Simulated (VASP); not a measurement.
Input of a VASP 6.6.1 run:

INCAR

```
ALGO     = Normal         # electronic algorithm
EDIFF    = 1E-6           # SCF threshold, eV
ENCUT    = 520            # plane-wave cutoff, eV
GGA      = PE             # functional
ISIF     = 2              # what is computed and relaxed
ISMEAR   = 0              # smearing method
LASPH    = T              # aspherical terms in the spheres
LCHARG   = F              # write CHGCAR
LREAL    = F              # projectors in reciprocal space
LWAVE    = F              # write WAVECAR
NBANDS   = 29             # bands
NELM     = 80             # most SCF steps
PREC     = Accurate       # precision mode
SIGMA    = 0.1            # smearing width, eV
```

KPOINTS

```
k-points
0
Gamma
  6 6 4
```

Contents of POSCAR:

```
HfZr2Si2
1.0
    4.4221760550      0.0000000000      0.0000000000
   -2.2110880275      3.8297168037      0.0000000000
    0.0000000000      0.0000000000      7.5034049864
Zr Hf Si
2 1 2
Direct
    0.3333333333      0.6666666667      0.7209411085
    0.6666666667      0.3333333333      0.2790588915
    0.0000000000      0.0000000000      0.5000000000
    0.0000000000      0.0000000000      0.8480945714
    0.0000000000      0.0000000000      0.1519054286
```

Potentials or basis: VASP PAW PBE potentials, release 64 (Zr_sv, Hf_pv, Si).

The run is started by

```console
$ cat potpaw_PBE.64/Zr_sv/POTCAR potpaw_PBE.64/Hf_pv/POTCAR potpaw_PBE.64/Si/POTCAR > POTCAR
$ mpirun -np 1 vasp_std > vasp.out
```

Question: Predict the largest force.

Answer: 0.010 eV/Å.

Question: What does it give for the pressure?

Answer: -0.1 GPa.

Question: Predict the band gap on the k mesh.

Answer: Zero (bands 21 and 22 overlap by 0.26 eV).

Stress tensor (GPa, compression positive):
```
-0.17  0.00  0.00
 0.00 -0.17  0.00
 0.00  0.00 -0.08
```

Caveat: spin-orbit coupling is left out, which moves the levels of the heavy elements.
